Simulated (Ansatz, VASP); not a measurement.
# One calculation of Ta, two programs

```
CELL_PARAMETERS angstrom
-1.65935 1.65935 1.65935
1.65935 -1.65935 1.65935
1.65935 1.65935 -1.65935
ATOMIC_POSITIONS crystal
Ta 0.00000 0.00000 0.00000
```

Alike in both runs: functional PBE; k mesh 14 × 14 × 14; occupations fermi-dirac, width 0.05 eV; no spin polarisation.

Ansatz relaxed the structure, and its values are those at the end. VASP's run is a single point on that final structure, the one shown.

|  | VASP | Ansatz |
| --- | --- | --- |
| version | VASP 6.6.1 | Ansatz 0.2.0 |
| potentials or method | VASP PAW PBE potentials, release 64 (Ta_pv), cutoff 520 eV | all-electron LAPW, scalar-relativistic |

Ansatz gave:

- pressure (GPa): 0.0

Task: Estimate VASP's values.

Result: Pressure (GPa): 0.1.

Ansatz ran all-electron here, and VASP with PAW potentials.

Neither program's run includes spin-orbit coupling.
